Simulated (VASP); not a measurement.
# Yb (P6_3/mmc) in VASP: notebook

The runs below take Yb through relaxation of shape and atoms at fixed volume, single point, with PBE.

Everything below comes from runs of VASP 6.6.1. Logs are shortened: lines on timing, memory, paths and dates and some standing lists are left out, and cuts for length are marked.

**1. The cell of the first run**

Symmetry: P6_3/mmc, No. 194, hexagonal system. The conventional cell has a = 2.718 Å, b = 2.718 Å, c = 8.904 Å, α = 90.00°, β = 90.00°, γ = 120.00°. Within 3.6 Å of Yb (site symmetry -3m) lie 12 Yb at 2.72 Å. Yb (site symmetry -6m2) has 12 Yb at 2.72 Å within 3.6 Å.

This isn't the form of Yb at room conditions, which is fcc.

**2. Relaxation of shape and atoms at fixed volume, PBE**

Contents of INCAR:

```
PREC = Accurate
ENCUT = 600
EDIFF = 1E-6
ISMEAR = -1
SIGMA = 0.08
LREAL = F
LASPH = T
NELM = 60
ALGO = Normal
ISIF = 4
LWAVE = F
LCHARG = F
GGA = PE
IBRION = 2
NSW = 50
EDIFFG = -0.005
```

Contents of KPOINTS:

```
Automatic mesh
0
Gamma
  11 11 3
```

Contents of POSCAR:

```
Yb
1.0
    2.7183524850      0.0000000000      0.0000000000
   -1.3591762425      2.3541623084      0.0000000000
    0.0000000000      0.0000000000      8.9039386236
Yb
4
Direct
    0.0000000000      0.0000000000      0.0000000000
    0.0000000000      0.0000000000      0.5000000000
    0.3333333333      0.6666666667      0.2500000000
    0.6666666667      0.3333333333      0.7500000000
```

Potentials or basis: VASP PAW PBE potentials, release 64 (Yb).

Launch:

```
> cat potpaw_PBE.64/Yb/POTCAR > POTCAR
> mpirun -np 1 vasp_std > vasp.out
```

OUTCAR:

```text
PREC = Accurate
   ENCUT = 600
   EDIFF = 1E-6
   ISMEAR = -1
   LREAL = F
   LASPH = T
   NELM = 60
   ISIF = 4
   GGA = PE
   IBRION = 2
   NSW = 50
   EDIFFG = -0.005

 ion  position               nearest neighbor table
   1  0.000  0.000  0.000-   3 2.72   4 2.72   3 2.72   4 2.72   4 2.72   3 2.72
   2  0.000  0.000  0.500-   3 2.72   4 2.72   3 2.72   4 2.72   4 2.72   3 2.72
   3  0.333  0.667  0.250-   1 2.72   2 2.72   1 2.72   2 2.72   1 2.72   2 2.72
   4  0.667  0.333  0.750-   1 2.72   2 2.72   1 2.72   2 2.72   1 2.72   2 2.72

  LATTYP: Found a hexagonal cell.
 ALAT       =     2.7183524850
 C/A-ratio  =     3.2754908250

  Lattice vectors:

 A1 = (   2.7183524850,   0.0000000000,   0.0000000000)
 A2 = (  -1.3591762425,   2.3541623084,   0.0000000000)
 A3 = (   0.0000000000,   0.0000000000,   8.9039386236)

Analysis of symmetry for initial positions (statically):
=====================================================================
 Subroutine PRICEL returns:
 Original cell was already a primitive cell.

 Routine SETGRP: Setting up the symmetry group for a
 hexagonal supercell.

 Subroutine GETGRP returns: Found 24 space group operations
 (whereof 12 operations were pure point group operations)
 out of a pool of 24 trial point group operations.

The static configuration has the point symmetry D_3d.
 The point group associated with its full space group is D_6h.

Analysis of symmetry for dynamics (positions and initial velocities):
=====================================================================
 Subroutine PRICEL returns:
 Original cell was already a primitive cell.

 Routine SETGRP: Setting up the symmetry group for a
 hexagonal supercell.

 Subroutine GETGRP returns: Found 24 space group operations
 (whereof 12 operations were pure point group operations)
 out of a pool of 24 trial point group operations.

The dynamic configuration has the point symmetry D_3d.
 The point group associated with its full space group is D_6h.

 Subroutine INISYM returns: Found 24 space group operations
 (whereof 12 operations are pure point group operations),
 and found     1 'primitive' translations

----------------------------------------------------------------------------------------

                                     Primitive cell

  volume of cell :      56.9802
[... 153 lines left out ...]

 VOLUME and BASIS-vectors are now :
 -----------------------------------------------------------------------------
  energy-cutoff  :      600.00
  volume of cell :       56.98
      direct lattice vectors                 reciprocal lattice vectors
     2.718352485  0.000000000  0.000000000     0.367869879  0.212389774  0.000000000
    -1.359176243  2.354162308  0.000000000     0.000000000  0.424779547  0.000000000
     0.000000000  0.000000000  8.903938624     0.000000000  0.000000000  0.112309849

 POSITION                                       TOTAL-FORCE (eV/Angst)
 -----------------------------------------------------------------------------------
      0.00000      0.00000      0.00000         0.000000     -0.000000      0.000000
      0.00000      0.00000      4.45197         0.000000     -0.000000      0.000000
     -0.00000      1.56944      2.22598         0.000000     -0.000000     -0.000000
      1.35918      0.78472      6.67795        -0.000000      0.000000     -0.000000
 -----------------------------------------------------------------------------------
    total drift:                               -0.000000      0.000000      0.000000

  FREE ENERGIE OF THE ION-ELECTRON SYSTEM (eV)
  ---------------------------------------------------
  free  energy   TOTEN  =        -2.9150191517 eV

  energy  without entropy=       -2.8224038771  energy(sigma->0) =       -2.86871151

--------------------------------------- Ionic step        2  -------------------------------------------

 number of electron      96.0000015 magnetization

 Free energy of the ion-electron system (eV)
  ---------------------------------------------------
  ext. energy  EPLUGINS =         0.00000000
  ---------------------------------------------------
  free energy    TOTEN  =        -2.91581747 eV

  energy without entropy =       -2.82325382  energy(sigma->0) =       -2.86953564

 E-fermi :   5.4659     XC(G=0): -14.5836

 val. band max:        5.4439645268   @ k =   0.1818   0.0909   0.0000
 cond. band min:       5.4692826071   @ k =   0.3636   0.1818   0.3333
 fundamental gap:      0.0253180803
 Fermi energy:         5.4658866883

 k-point     1 :       0.0000    0.0000    0.0000
  band No.  band energies     occupation
      1     -46.6868      2.00000
      2     -46.3391      2.00000
      3     -46.3294      2.00000
      4     -45.9581      2.00000
      5     -21.1054      2.00000
      6     -19.0799      2.00000
[... 1429 lines left out ...]
     56       9.9478      0.00000
     57      10.4607      0.00000

 [... further k-points ...]

------------------------ aborting loop because EDIFF is reached ----------------------------------------

  FORCE on cell =-STRESS in cart. coord.  units (eV):
  Direction    XX          YY          ZZ          XY          YZ          ZX
  --------------------------------------------------------------------------------------
  -------------------------------------------------------------------------------------
  Total       32.2325495     32.2325495     32.2383668      0.0000000     -0.0000000      0.0000000
  in kB      906.3186359    906.3186358    906.4822083      0.0000000     -0.0000000      0.0000000
  external PRESSURE =     906.3731600 kB  Pullay stress =       0.0000000 kB

 VOLUME and BASIS-vectors are now :
 -----------------------------------------------------------------------------
  energy-cutoff  :      600.00
  volume of cell :       56.98
      direct lattice vectors                 reciprocal lattice vectors
     2.722989634  0.000000000 -0.000000000     0.367243411  0.212028082  0.000000000
    -1.361494817  2.358178197 -0.000000000    -0.000000000  0.424056164  0.000000000
     0.000000000 -0.000000000  8.873638301     0.000000000  0.000000000  0.112693347

 POSITION                                       TOTAL-FORCE (eV/Angst)
 -----------------------------------------------------------------------------------
     -1.36149      2.35818     -0.00000        -0.000000      0.000000      0.000000
     -1.36149      2.35818      4.43682        -0.000000     -0.000000      0.000000
     -0.00000      1.57212      2.21841        -0.000000      0.000000     -0.000000
      1.36149      0.78606      6.65523         0.000000     -0.000000      0.000000
 -----------------------------------------------------------------------------------
    total drift:                               -0.000000      0.000000      0.000000

  FREE ENERGIE OF THE ION-ELECTRON SYSTEM (eV)
  ---------------------------------------------------
  free  energy   TOTEN  =        -2.9158174656 eV

  energy  without entropy=       -2.8232538164  energy(sigma->0) =       -2.86953564

 reached required accuracy - stopping structural energy minimisation
```

OSZICAR:

```text
N       E                     dE             d eps       ncg     rms          rms(c)
DAV:   1     0.115014557755E+04    0.11501E+04   -0.25220E+04  5456   0.118E+04
DAV:   2     0.286638763290E+03   -0.86351E+03   -0.80356E+03  6088   0.206E+03
DAV:   3     0.656532436022E+02   -0.22099E+03   -0.21014E+03  4880   0.433E+02
[... 73 lines left out ...]
DAV:  15    -0.291582317619E+01    0.70302E-04   -0.84568E-05  6888   0.711E-01    0.547E-01
DAV:  16    -0.291581302469E+01    0.10151E-04   -0.39223E-05  6391   0.549E-01    0.350E-01
DAV:  17    -0.291581817464E+01   -0.51499E-05   -0.33685E-05  7141   0.135E-01    0.425E-01
DAV:  18    -0.291581697018E+01    0.12045E-05   -0.25611E-06  3381   0.400E-02    0.402E-01
DAV:  19    -0.291581813309E+01   -0.11629E-05   -0.67602E-07  2253   0.297E-02    0.417E-01
DAV:  20    -0.291581746564E+01    0.66745E-06   -0.12795E-07  2165   0.205E-02
   2 F= -.29158175E+01 E0= -.28695356E+01  d E =-.798314E-03
```

CONTCAR:

```text
Yb
   1.00000000000000
     2.7229896339343798    0.0000000000000000   -0.0000000000000000
    -1.3614948169671899    2.3581781971386224   -0.0000000000000000
     0.0000000000000000   -0.0000000000000000    8.8736383006973565
  Yb
     4
Direct
     0.0000000000000000    1.0000000000000000    0.0000000000000000
     0.0000000000000000    1.0000000000000000    0.5000000000000000
     0.3333333332999970    0.6666666667000030    0.2500000000000000
     0.6666666667000030    0.3333333332999970    0.7500000000000000

  0.00000000E+00  0.00000000E+00  0.00000000E+00
  0.00000000E+00  0.00000000E+00  0.00000000E+00
  0.00000000E+00  0.00000000E+00  0.00000000E+00
  0.00000000E+00  0.00000000E+00  0.00000000E+00
```

Wall time 28 min (1 thread of Intel Xeon 8259CL, shared host); peak memory 0.28 GiB.

What came out:

```
Free energy               : -2.9158 eV
Energy gained by relaxing : 0.2 meV/atom
Ionic steps               : 2
Pressure after relaxing   : 90.6 GPa
Band gap on the k mesh    : zero (bands 48 and 49 overlap by 1.09 eV)
```

The path:
```csv
step,energy change (eV),largest force (eV/Å),pressure (GPa),volume (Å³)
1,0.0000,0.0000,90.90,56.98
2,-0.0008,0.0000,90.64,56.98
```

Final structure:
```xyz
4
Lattice="2.7230 0.0000 0.0000 -1.3615 2.3582 0.0000 0.0000 0.0000 8.8736" Properties=species:S:1:pos:R:3 pbc="T T T"
Yb   -1.3615    2.3582    0.0000
Yb   -1.3615    2.3582    4.4368
Yb    0.0000    1.5721    2.2184
Yb    1.3615    0.7861    6.6552
```

Caveat: spin-orbit coupling is left out, which moves the levels of the heavy elements.

**3. Single point, PBE (21.37 Å³/atom)**

This run uses another cell than the first one, of 21.37 Å³/atom.

Contents of INCAR:

```
PREC     = Accurate       # precision mode
ENCUT    = 520            # plane-wave cutoff, eV
EDIFF    = 1E-6           # SCF threshold, eV
ISMEAR   = -1             # smearing method
SIGMA    = 0.08           # smearing width, eV
LREAL    = False          # projectors in reciprocal space
LASPH    = True           # aspherical terms in the spheres
NELM     = 100            # most SCF steps
ALGO     = Normal         # electronic algorithm
ISIF     = 2              # what is computed and relaxed
LWAVE    = False          # write WAVECAR
LCHARG   = False          # write CHGCAR
GGA      = PE             # functional
NBANDS   = 56             # bands
```

Contents of KPOINTS:

```
regular mesh
0
Gamma
  11 11 3
```

Contents of POSCAR:

```
Yb
1.0
    3.1117368058      0.0000000000      0.0000000000
   -1.5558684029      2.6948431237      0.0000000000
    0.0000000000      0.0000000000     10.1924653572
Yb
4
Direct
    0.0000000000      0.0000000000      0.0000000000
    0.0000000000      0.0000000000      0.5000000000
    0.3333333333      0.6666666667      0.2500000000
    0.6666666667      0.3333333333      0.7500000000
```

Potentials or basis: VASP PAW PBE potentials, release 64 (Yb).

Launch:

```
> cat potpaw_PBE.64/Yb/POTCAR > POTCAR
> mpirun -np 1 vasp_std > vasp.out
```

It took 7.8 min on 1 thread of Intel Xeon 6975P-C (Granite Rapids), shared host; peak memory 0.3 GiB.

The run converged. Its results:

```yaml
Free_energy: -11.5603 eV
Pressure: 22.5 GPa
Band_gap_on_the_k_mesh: zero (bands 48 and 49 overlap by 0.44 eV)
```

Stress tensor (GPa, compression positive):
```
22.63  0.00  0.00
 0.00 22.63  0.00
 0.00  0.00 22.16
```

Levels at points of the mesh, in eV from the Fermi level:
```tsv
k point	band 44	band 45	band 46	band 47	band 48	band 49	band 50	band 51	band 52	band 53
(0.00, 0.00, 0.00)	-0.41	-0.41	-0.40	-0.40	-0.40	2.00	2.02	2.64	3.09	3.09
```

Caveat: the cell stands under pressure; spin-orbit coupling is left out, which moves the levels of the heavy elements. Spin polarisation is off, so any magnetic state and its effect on volume and gap are missing.
